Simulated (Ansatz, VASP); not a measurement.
# Two plane-wave programs on Ti

The input INCAR:

```
SYSTEM = Ti
  PREC = Accurate
  ENCUT = 520
  EDIFF = 1E-7
  ISMEAR = -1
  SIGMA = 0.1
  LREAL = .FALSE.
  LASPH = .TRUE.
  NELM = 80
  ALGO = Normal
  ISIF = 2
  LWAVE = .FALSE.
  LCHARG = .TRUE.
  LELF = .TRUE.
  LVHAR = .TRUE.
  NBANDS = 19
```

KPOINTS

```
Automatic mesh
0
G
  11 11 11
  0 0 0
```

Contents of POSCAR:

```
Ti
1.0
    0.0000000000      2.7157078791      2.7157078791
    2.7157078791      0.0000000000      2.7157078791
    2.7157078791      2.7157078791      0.0000000000
Ti
2
Direct
    0.1250000000      0.1250000000      0.1250000000
    0.8750000000      0.8750000000      0.8750000000
```

Input for Ansatz:

```yaml
crystal:
  lattice:
    - [0.0, 2.7157078791, 2.7157078791]
    - [2.7157078791, 0.0, 2.7157078791]
    - [2.7157078791, 2.7157078791, 0.0]
  atoms:
    - { symbol: Ti, position: [0.125, 0.125, 0.125] }
    - { symbol: Ti, position: [0.875, 0.875, 0.875] }
hamiltonian:
  xc: lda
  pseudopotentials:
    kind: paw
    azcp:
      Ti: "pseudopotentials/Ti.paw.azcp"
basis:
  ecutwfc: 420
  fft_grid_basis: typed
kpoints:
  mp_grid: { grid: [11, 11, 11], shift: [0, 0, 0] }
magnetization:
  spin_polarized: false
scf:
  occupations: { method: fermi_dirac, width: 0.1 }
  lower_state_search: "off"
output:
  stress: true
  write_density: true
  write_potential: true
  elf: true
  volumetric_format: npy
```

Alike in both runs: task single point; functional LDA; k mesh 11 × 11 × 11; occupations fermi-dirac, width 0.1 eV; no spin polarisation.

```csv
,VASP,Ansatz
version,VASP 6.6.1,Ansatz 0.2.0
potentials or method,"VASP PAW LDA potentials, release 64 (Ti_sv), cutoff 520 eV","plane waves (420 eV) with PAW, scalar-relativistic"
valence electrons in the cell,24,24
```

|  | VASP | Ansatz | Ansatz less VASP |
| --- | --- | --- | --- |
| pressure (GPa) | -1.0 | -1.3 | -0.37 |

Ansatz warns that its potentials were made for another functional, while VASP's fit it. LDA's correlation is that of Perdew and Zunger in VASP and of Perdew and Wang (1992) in Ansatz.
